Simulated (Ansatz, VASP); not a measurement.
ZrB: VASP beside Ansatz

File INCAR:

```
SYSTEM = ZrB
PREC = Accurate
ENCUT = 600
EDIFF = 1E-6
ISMEAR = -1
SIGMA = 0.05
LREAL = .FALSE.
LASPH = .TRUE.
NELM = 150
ALGO = Normal
ISIF = 3
LWAVE = .FALSE.
LCHARG = .FALSE.
LMAXMIX = 4
LDAU = .TRUE.
LDAUTYPE = 2
LDAUL = 2 -1
LDAUU = 8 0
LDAUJ = 0 0
LDAUPRINT = 1
IBRION = 2
NSW = 60
EDIFFG = -0.01
```

File KPOINTS:

```
regular mesh
0
G
  10 10 10
  0 0 0
```

POSCAR

```
ZrB
1.0
    0.0000000000      2.3250000000      2.3250000000
    2.3250000000      0.0000000000      2.3250000000
    2.3250000000      2.3250000000      0.0000000000
Zr B
1 1
Direct
    0.0000000000      0.0000000000      0.0000000000
    0.5000000000      0.5000000000      0.5000000000
```

The input input.yaml:

```yaml
crystal:
  lattice:
    - [0.0, 2.325, 2.325]
    - [2.325, 0.0, 2.325]
    - [2.325, 2.325, 0.0]
  atoms:
    - { symbol: Zr, position: [0.0, 0.0, 0.0] }
    - { symbol: B, position: [0.5, 0.5, 0.5] }
hamiltonian:
  xc: lda
  pseudopotentials: { kind: paw }
  hubbard: { sites: [{ species: Zr, l: d, u_eff: 8.0 }] }
kpoints:
  mp_grid: { grid: [10, 10, 10] }
scf:
  occupations: { method: fermi_dirac, width: 0.05 }
output:
  forces: true
  stress: true
  eigenvalues: true
  write_density: true
  write_potential: true
  elf: true
  volumetric_format: npy
relax:
  f_tol: 0.01
  max_steps: 40
  cell: { stress_tol: 0.05 }
```

Alike in both runs: task relaxation of cell and atoms; functional LDA; k mesh 10 × 10 × 10; occupations fermi-dirac, width 0.05 eV; no spin polarisation; Hubbard terms Zr d U = 8.0 eV.

|  | VASP | Ansatz |
| --- | --- | --- |
| version | VASP 6.6.1 | Ansatz 0.2.0 |
| potentials or method | VASP PAW LDA potentials, release 64 (Zr_sv, B) | Ansatz PAW |
| plane-wave cutoff (eV) | 600 | 420 |
| valence electrons in the cell | 15 | 15 |

```tsv
	VASP	Ansatz	Ansatz less VASP
gap on the k mesh at the Fermi level, each at its own relaxed structure (eV)	none	none	-
relaxed volume (Å³/atom)	15.64	15.48	-0.155
relaxed cell length with the largest relative difference (Å)	3.536	3.525	-0.0117
```

LDA's correlation is that of Perdew and Zunger in VASP and of Perdew and Wang (1992) in Ansatz. The programs project onto different local orbitals, so the same U acts differently, and such runs can settle in different states. A gap of «none» marks a metal or a gap that the smearing closes.

Noted on VASP's run: the volume moved by over 15 % at a fixed basis, so the end points are rough. Noted on Ansatz's run: the volume moved by over 15 % at a fixed basis, so the end points are rough; the plane-wave basis is chosen anew once the cell has moved, so the energies of steps on either side of that aren't comparable.
